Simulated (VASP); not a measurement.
# SiC (base) (F-43m) in VASP: further runs

The runs below take SiC (base) through single point, with PBEsol.

All numbers are computed with VASP 6.6.1; they aren't measurements. Logs are shortened: lines on timing, memory, paths and dates and some standing lists are left out, and cuts for length are marked.

### 1 The cell of the first run

Symmetry: F-43m, No. 216, cubic system. Conventional cell: a = 4.359 Å, b = 4.359 Å, c = 4.359 Å, α = 90.00°, β = 90.00°, γ = 90.00°. C (site symmetry -43m) has 4 Si at 1.89 Å within 2.5 Å. Si (site symmetry -43m) has 4 C at 1.89 Å within 2.5 Å.

### 2 Single point, PBEsol

The input, INCAR:

```
ALGO = Normal
EDIFF = 1E-6
ENCUT = 600
GGA = PS
GGA_COMPAT = False
ISIF = 2
ISMEAR = 0
LASPH = True
LCHARG = False
LREAL = False
LWAVE = False
NBANDS = 11
NELM = 120
PREC = Accurate
SIGMA = 0.1
```

The input, KPOINTS:

```
k-points
0
Gamma
  8 8 8
```

The input, POSCAR:

```
SiC
1.0
    0.0000000000      2.1794016770      2.1794016770
    2.1794016770      0.0000000000      2.1794016770
    2.1794016770      2.1794016770      0.0000000000
C Si
1 1
Direct
    0.7500000000      0.7500000000      0.7500000000
    0.5000000000      0.5000000000      0.5000000000
```

Potentials or basis: VASP PAW PBE potentials, release 64 (C, Si).

The run is started by

```
$ cat potpaw_PBE.64/C/POTCAR potpaw_PBE.64/Si/POTCAR > POTCAR
$ mpirun -np 1 vasp_std > vasp.out
```

OUTCAR:

```text
EDIFF = 1E-6
   ENCUT = 600
   GGA = PS
   ISIF = 2
   ISMEAR = 0
   LASPH = True
   LREAL = False
   NELM = 120
   PREC = Accurate

 ion  position               nearest neighbor table
   1  0.750  0.750  0.750-   2 1.89   2 1.89   2 1.89   2 1.89
   2  0.500  0.500  0.500-   1 1.89   1 1.89   1 1.89   1 1.89

  LATTYP: Found a face centered cubic cell.
 ALAT       =     4.3588033540

  Lattice vectors:

 A1 = (   0.0000000000,   2.1794016770,   2.1794016770)
 A2 = (   2.1794016770,   0.0000000000,   2.1794016770)
 A3 = (   2.1794016770,   2.1794016770,   0.0000000000)

Analysis of symmetry for initial positions (statically):
=====================================================================
 Subroutine PRICEL returns:
 Original cell was already a primitive cell.

 Routine SETGRP: Setting up the symmetry group for a
 face centered cubic supercell.

 Subroutine GETGRP returns: Found 24 space group operations
 (whereof 24 operations were pure point group operations)
 out of a pool of 48 trial point group operations.

The static configuration has the point symmetry T_d .

Analysis of symmetry for dynamics (positions and initial velocities):
=====================================================================
 Subroutine PRICEL returns:
 Original cell was already a primitive cell.

 Routine SETGRP: Setting up the symmetry group for a
 face centered cubic supercell.

 Subroutine GETGRP returns: Found 24 space group operations
 (whereof 24 operations were pure point group operations)
 out of a pool of 48 trial point group operations.

The dynamic configuration has the point symmetry T_d .

 Subroutine INISYM returns: Found 24 space group operations
 (whereof 24 operations are pure point group operations),
 and found     1 'primitive' translations

----------------------------------------------------------------------------------------

                                     Primitive cell

  volume of cell :      20.7034

  direct lattice vectors                    reciprocal lattice vectors
     0.000000000  2.179401677  2.179401677    -0.229420765  0.229420765  0.229420765
     2.179401677  0.000000000  2.179401677     0.229420765 -0.229420765  0.229420765
     2.179401677  2.179401677  0.000000000     0.229420765  0.229420765 -0.229420765

  length of vectors
     3.082139409  3.082139409  3.082139409     0.397368421  0.397368421  0.397368421

  position of ions in fractional coordinates (direct lattice)
     0.750000000  0.750000000  0.750000000
     0.500000000  0.500000000  0.500000000

  ion indices of the primitive-cell ions
   primitive index   ion index
                 1           1
                 2           2

----------------------------------------------------------------------------------------

 KPOINTS: k-points

Automatic generation of k-mesh.
 Grid dimensions read from file:
 generate k-points for:    8    8    8

 Generating k-lattice:

  Cartesian coordinates                     Fractional coordinates (reciprocal lattice)
    -0.028677596  0.028677596  0.028677596     0.125000000  0.000000000  0.000000000
     0.028677596 -0.028677596  0.028677596     0.000000000  0.125000000  0.000000000
     0.028677596  0.028677596 -0.028677596     0.000000000  0.000000000  0.125000000

  Length of vectors
     0.049671053  0.049671053  0.049671053

  Shift w.r.t. Gamma in fractional coordinates (k-lattice)
     0.000000000  0.000000000  0.000000000

 Subroutine IBZKPT returns following result:
 ===========================================

 Found     29 irreducible k-points:

 Following reciprocal coordinates:
            Coordinates               Weight
  0.000000  0.000000  0.000000      1.000000
  0.125000  0.000000  0.000000      8.000000
  0.250000  0.000000  0.000000      8.000000
  0.375000  0.000000  0.000000      8.000000
  0.500000  0.000000  0.000000      4.000000
  0.125000  0.125000  0.000000      6.000000
[... 16 lines left out ...]
  0.500000  0.250000  0.125000     48.000000
 -0.375000  0.250000  0.125000     24.000000
 [... further k-points ...]
   k-points           NKPTS =     29   k-points in BZ     NKDIM =     29   number of bands    NBANDS=     11
   number of dos      NEDOS =    301   number of ions     NIONS =      2
   total plane-waves  NPLWV =  21952
   dimension x,y,z NGX =    28 NGY =   28 NGZ =   28
   dimension x,y,z NGXF=    56 NGYF=   56 NGZF=   56
   ions per type =               1   1
   NGX,Y,Z   is equivalent  to a cutoff of  15.10, 15.10, 15.10 a.u.
   NGXF,Y,Z  is equivalent  to a cutoff of  30.21, 30.21, 30.21 a.u.
 SYSTEM =  unknown system
   PREC   = accura    normal or accurate (medium, high low for compatibility)
   ISTART =      0    job   : 0-new  1-cont  2-samecut
   ICHARG =      2    charge: 1-file 2-atom 10-const
   ISPIN  =      1    spin polarized calculation?
   LNONCOLLINEAR =      F non collinear calculations
   LSORBIT =      F    spin-orbit coupling
   LASPH  =      T    aspherical Exc in radial PAW
   ENCUT  =  600.0 eV  44.10 Ry    6.64 a.u.   6.16  6.16  6.16*2*pi/ulx,y,z
   NELM   =    120;   NELMIN=  2; NELMDL= -5     # of ELM steps
   EDIFF  = 0.1E-05   stopping-criterion for ELM
   LREAL  =      F    real-space projection
   EDIFFG = 0.1E-04   stopping-criterion for IOM
   NSW    =      0    number of steps for IOM
   IBRION =     -1    ionic relax: 0-MD 1-quasi-New 2-CG
   NFREE  =      0    steps in history (QN), initial steepest desc. (CG)
   ISIF   =      2    stress and relaxation
   ISYM   =      2    0-nonsym 1-usesym 2-fastsym
   POTIM  = 0.5000    time-step for ionic-motion
   TEBEG  =    0.0;   TEEND  =   0.0 temperature during run
   PSTRESS=    0.0 pullay stress
   NELECT =       8.0000    total number of electrons
   NUPDOWN=      -1.0000    fix difference up-down
   EMIN   =  10.00;   EMAX   =-10.00  energy-range for DOS
   EFERMI =   0.00;   METHOD = LEGACY
   ISMEAR =     0;   SIGMA  =   0.10  broadening in eV -4-tet -1-fermi 0-gaus
   EFERMI_NEDOS =   21; number of points for ismear=-14 and -15
   IALGO  =     38    algorithm
   IMIX   =      4    mixing-type and parameters
     AMIX     =   0.40;   BMIX     =  1.00
     AMIX_MAG =   1.60;   BMIX_MAG =  1.00
  volume/ion in A,a.u.               =      10.35        69.86
  Fermi-wavevector in a.u.,A,eV,Ry     =   1.192406  2.253321 19.345205  1.421832
  Thomas-Fermi vector in A             =   2.328445
   LORBIT       =      0    0 simple, 1 ext, 2 COOP (PROOUT), +10 PAW based schemes
   GGA     = PS    functional components
   LHFCALC =     F    Hartree Fock is set to
   AEXX    =    0.0000 exact exchange contribution
   IVDW    =     0    specifies the selected vdW correction
   LEPSILON=     F    determine dielectric tensor
   LRPA    =     F    only Hartree local field effects (RPA)
 non-spin polarized calculation
 Gauss-broadening in eV      SIGMA  =   0.10
  energy-cutoff  :      600.00
  volume of cell :       20.70
 maximum number of plane-waves:       701
 NGX is ok and might be reduce to    28
   NGX = 13   NGY = 13   NGZ = 13

 number of electron       8.0000000 magnetization

 Free energy of the ion-electron system (eV)
  ---------------------------------------------------
  ext. energy  EPLUGINS =         0.00000000
  ---------------------------------------------------
  free energy    TOTEN  =       -15.91495798 eV

  energy without entropy =      -15.91495798  energy(sigma->0) =      -15.91495798

 E-fermi :   8.5378     XC(G=0): -11.5023

 val. band max:        8.0507644742   @ k =   0.0000   0.0000   0.0000
 cond. band min:       9.2845234630   @ k =   0.5000   0.5000   0.0000
 fundamental gap:      1.2337589888
 Fermi energy:         8.5377560967

 k-point     1 :       0.0000    0.0000    0.0000
  band No.  band energies     occupation
      1      -7.3694      2.00000
      2       8.0508      2.00000
      3       8.0508      2.00000
      4       8.0508      2.00000
      5      14.2309      0.00000
      6      15.2892      0.00000
      7      15.2892      0.00000
      8      15.2892      0.00000
      9      22.5037      0.00000
     10      22.5037      0.00000
     11      24.3043      0.00000

 k-point     2 :       0.1250    0.0000    0.0000
  band No.  band energies     occupation
      1      -7.0636      2.00000
      2       6.5578      2.00000
      3       7.8483      2.00000
      4       7.8483      2.00000
      5      14.4576      0.00000
      6      15.6418      0.00000
      7      15.6418      0.00000
      8      15.8215      0.00000
      9      21.2509      0.00000
     10      21.2509      0.00000
     11      23.8928      0.00000

 k-point     3 :       0.2500    0.0000    0.0000
  band No.  band energies     occupation
      1      -6.1685      2.00000
      2       3.7363      2.00000
      3       7.4413      2.00000
      4       7.4413      2.00000
      5      13.9703      0.00000
      6      15.8846      0.00000
      7      15.8846      0.00000
      8      17.3211      0.00000
      9      21.0768      0.00000
     10      21.0768      0.00000
     11      22.9823      0.00000

 k-point     4 :       0.3750    0.0000    0.0000
  band No.  band energies     occupation
      1      -4.8032      2.00000
      2       0.9818      2.00000
      3       7.1135      2.00000
      4       7.1135      2.00000
      5      13.5598      0.00000
      6      15.4454      0.00000
      7      15.4454      0.00000
      8      17.9483      0.00000
      9      23.0713      0.00000
     10      23.0713      0.00000
     11      23.3915      0.00000
[... 239 lines left out ...]
 k-point    22 :       0.3750    0.2500    0.1250
  band No.  band energies     occupation
      1      -5.3902      2.00000
      2       3.5567      2.00000
      3       5.1631      2.00000
      4       6.7675      2.00000
      5      13.3198      0.00000
      6      15.5919      0.00000
      7      16.4364      0.00000
      8      18.0472      0.00000
      9      20.2021      0.00000
     10      23.9462      0.00000
     11      27.3419      0.00000

 k-point    23 :       0.5000    0.2500    0.1250
  band No.  band energies     occupation
      1      -4.0773      2.00000
      2       1.5099      2.00000
      3       4.4248      2.00000
      4       6.1094      2.00000
      5      13.2552      0.00000
      6      15.5573      0.00000
      7      17.1698      0.00000
      8      18.4210      0.00000
      9      21.3393      0.00000
     10      24.4365      0.00000
     11      27.2343      0.00000

 k-point    24 :      -0.3750    0.2500    0.1250
  band No.  band energies     occupation
      1      -3.1136      2.00000
      2       0.1719      2.00000
      3       4.3163      2.00000
      4       5.7681      2.00000
      5      13.1968      0.00000
      6      15.2389      0.00000
      7      18.1276      0.00000
      8      18.9671      0.00000
      9      21.3665      0.00000
     10      24.1702      0.00000
     11      27.2099      0.00000

 [... further k-points ...]
[... 5 lines left out ...]
  --------------------------------------------------------------------------------------
  -------------------------------------------------------------------------------------
  Total       -0.0093795     -0.0093795     -0.0093795     -0.0000000      0.0000000      0.0000000
  in kB       -0.7258559     -0.7258559     -0.7258559     -0.0000000      0.0000000      0.0000000
  external PRESSURE =      -0.7258559 kB  Pullay stress =       0.0000000 kB

 VOLUME and BASIS-vectors are now :
 -----------------------------------------------------------------------------
  energy-cutoff  :      600.00
  volume of cell :       20.70
      direct lattice vectors                 reciprocal lattice vectors
     0.000000000  2.179401677  2.179401677    -0.229420765  0.229420765  0.229420765
     2.179401677  0.000000000  2.179401677     0.229420765 -0.229420765  0.229420765
     2.179401677  2.179401677  0.000000000     0.229420765  0.229420765 -0.229420765

 POSITION                                       TOTAL-FORCE (eV/Angst)
 -----------------------------------------------------------------------------------
      3.26910      3.26910      3.26910         0.000000      0.000000      0.000000
      2.17940      2.17940      2.17940        -0.000000     -0.000000     -0.000000
 -----------------------------------------------------------------------------------
    total drift:                               -0.000000     -0.000000     -0.000000

  FREE ENERGIE OF THE ION-ELECTRON SYSTEM (eV)
  ---------------------------------------------------
  free  energy   TOTEN  =       -15.9149579776 eV

  energy  without entropy=      -15.9149579776  energy(sigma->0) =      -15.91495798
```

Wall time 13 s (1 thread of Intel Xeon 8259CL, shared host); peak memory 0.15 GiB.

What came out:

```
Free energy            : -15.9150 eV
Pressure               : -0.1 GPa
Band gap on the k mesh : 1.23 eV, indirect (least direct gap 4.44 eV)
```

Caveat: the PAW data sets were made with another functional, which shifts forces and pressure a little. A k mesh can miss the band edges.

### 3 Single point, PBEsol

This run uses another cell than the first one, of 11.43 Å³/atom, 1.104 times its volume.

The input, INCAR:

```
PREC = Accurate ; ENCUT = 600
EDIFF = 1E-6 ; ISMEAR = 0
SIGMA = 0.1 ; LREAL = F
LASPH = T ; NELM = 120
ALGO = Normal ; ISIF = 2
LWAVE = F ; LCHARG = F
GGA = PS ; NBANDS = 11
GGA_COMPAT = F
```

The input, KPOINTS:

```
Automatic mesh
0
Gamma
  8 8 8
```

The input, POSCAR:

```
SiC
1.0
    0.0000000000      2.2526106000      2.2526106000
    2.2526106000      0.0000000000      2.2526106000
    2.2526106000      2.2526106000      0.0000000000
C Si
1 1
Direct
    0.7500000000      0.7500000000      0.7500000000
    0.5000000000      0.5000000000      0.5000000000
```

Potentials or basis: VASP PAW PBE potentials, release 64 (C, Si).

The run is started by

```
$ cat potpaw_PBE.64/C/POTCAR potpaw_PBE.64/Si/POTCAR > POTCAR
$ mpirun -np 1 vasp_std > vasp.out
```

It took 9.6 s on 1 thread of Intel Xeon 8259CL, shared host; peak memory 0.15 GiB.

The run converged. Its results:

* Free energy: -15.7840 eV
* Pressure: -18.1 GPa
* Band gap on the k mesh: 1.32 eV, indirect (least direct gap 4.33 eV)

Levels at points of the mesh, in eV from the valence-band top:
```
           k point  band 1  band 2  band 3  band 4  band 5  band 6  band 7  band 8
(0.00, 0.00, 0.00)  -14.66    0.00    0.00    0.00    5.04    6.59    6.59    6.59
(0.50, 0.00, 0.00)  -11.41   -8.07   -1.03   -1.03    4.50    6.75    6.75    9.37
(0.50, 0.50, 0.00)  -10.05   -7.53   -3.02   -3.02    1.32    3.87   12.83   12.83
```

Caveat: the PAW data sets were made with another functional, which shifts forces and pressure a little.
